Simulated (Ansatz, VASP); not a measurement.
# One calculation of CO2, two programs

File INCAR:

```
SYSTEM = CO2
PREC = Accurate ; ENCUT = 520
EDIFF = 1E-6 ; ISMEAR = 0
SIGMA = 0.05 ; LREAL = .False.
LASPH = .True. ; NELM = 100
ALGO = Normal ; ISIF = 2
LWAVE = .False. ; LCHARG = .False.
GGA = PE ; NBANDS = 25
```

File KPOINTS:

```
regular mesh
0
Gamma
  9 9 9
  0 0 0
```

Contents of POSCAR:

```
CO2
1.0
   -1.9747270000      1.9747270000      3.0140580000
    1.9747270000     -1.9747270000      3.0140580000
    1.9747270000      1.9747270000     -3.0140580000
O C
4 2
Direct
    0.8750000000      0.9597980000      0.5847980000
    0.3750000000      0.2902020000      0.4152020000
    0.0402020000      0.6250000000      0.9152020000
    0.7097980000      0.1250000000      0.0847980000
    0.0000000000      0.0000000000      0.0000000000
    0.7500000000      0.2500000000      0.5000000000
```

The input input.yaml:

```yaml
crystal:
  lattice:
    - [-1.974727, 1.974727, 3.014058]
    - [1.974727, -1.974727, 3.014058]
    - [1.974727, 1.974727, -3.014058]
  atoms:
    - { symbol: O, position: [0.875, 0.959798, 0.584798] }
    - { symbol: O, position: [0.375, 0.290202, 0.415202] }
    - { symbol: O, position: [0.040202, 0.625, 0.915202] }
    - { symbol: O, position: [0.709798, 0.125, 0.084798] }
    - { symbol: C, position: [0.0, 0.0, 0.0] }
    - { symbol: C, position: [0.75, 0.25, 0.5] }
hamiltonian:
  xc: pbe
  pseudopotentials: { kind: paw }
kpoints:
  mp_grid: { grid: [9, 9, 9] }
scf:
  occupations: { method: gaussian, width: 0.05 }
output:
  forces: true
  stress: true
  eigenvalues: true
```

Alike in both runs: task single point; functional PBE; k mesh 9 × 9 × 9; occupations gaussian, width 0.05 eV; no spin polarisation.

|  | VASP | Ansatz |
| --- | --- | --- |
| version | VASP 6.6.1 | Ansatz 0.2.0 |
| potentials or method | VASP PAW PBE potentials, release 64 (O, C) | Ansatz PAW |
| plane-wave cutoff (eV) | 520 | 420 |
| valence electrons in the cell | 32 | 32 |

|  | VASP | Ansatz | Ansatz less VASP |
| --- | --- | --- | --- |
| gap on the k mesh at the Fermi level (eV) | 7.66 | 7.72 | +0.058 |
| least direct gap on the mesh (eV) | 8.09 | 8.15 | +0.067 |
| pressure (GPa) | 0.9 | -0.4 | -1.39 |
| traceless stress, the component that is largest in VASP (GPa) | -1.17 | -1.03 | +0.141 |
| rms of the force components (eV/Å) | 0.029 | 0.008 | -0.0208 |

Atom by atom the forces differ by 0.036 eV/Å (rms over components).

Noted on Ansatz's run: Pulay correction over one GPa; odd divisions of the mesh miss points on the zone boundary, where band edges often lie, so the gap on the mesh can be too wide.
